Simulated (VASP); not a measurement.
Write the native input for VASP 6.6.1 that does the following.

- Task: single point
- Functional: PBE
- Potentials or basis: VASP PAW PBE potentials, release 64 (Sn_d, Se)
- Cutoff: 520 eV
- k mesh: 12 × 12 × 4
- Occupations: gaussian, width 0.02 eV
- Spin: no spin polarisation
- Dipole correction: no
- Further INCAR settings: ALGO = Normal; EDIFF = 1e-06; NBANDS = 20

The structure of SnSe2 lies in POSCAR:

```
SnSe2
1.0
    3.8625241499      0.0000000000      0.0000000000
   -1.9312620750      3.3450440366      0.0000000000
    0.0000000000      0.0000000000      6.6001999526
Sn Se
1 2
Direct
    0.0000000000      0.0000000000      0.0000000000
    0.3333333333      0.6666666667      0.2419371998
    0.6666666667      0.3333333333      0.7580628002
```

One way to write it, as run:

INCAR

```
  PREC = Accurate
  ENCUT = 520
  EDIFF = 1E-6
  ISMEAR = 0
  SIGMA = 0.02
  LREAL = False
  LASPH = True
  NELM = 80
  ALGO = Normal
  ISIF = 2
  LWAVE = False
  LCHARG = False
  GGA = PE
  NBANDS = 20
```

KPOINTS

```
Automatic mesh
0
Gamma
  12 12 4
```

Potentials or basis: VASP PAW PBE potentials, release 64 (Sn_d, Se).

Run with:

```sh
$ cat potpaw_PBE.64/Sn_d/POTCAR potpaw_PBE.64/Se/POTCAR > POTCAR
$ mpirun -np 1 vasp_std > vasp.out
```

It gave:

- Pressure: 0.5 GPa
- Largest force: 0.006 eV/Å
- Band gap on the k mesh: 0.68 eV (least direct gap 1.12 eV)

Caveat: semilocal functionals underestimate gaps, and a narrow one can read as zero; spin-orbit coupling is left out, which moves the levels of the heavy elements; this functional lacks dispersion, which binds layers or chains, so the pressure and a relaxed spacing across them are unreliable.

Run time: 49 s on 1 thread of Intel(R) Xeon(R) 6975P-C (Granite Rapids), with other jobs on the host, peak memory 0.27 GiB.
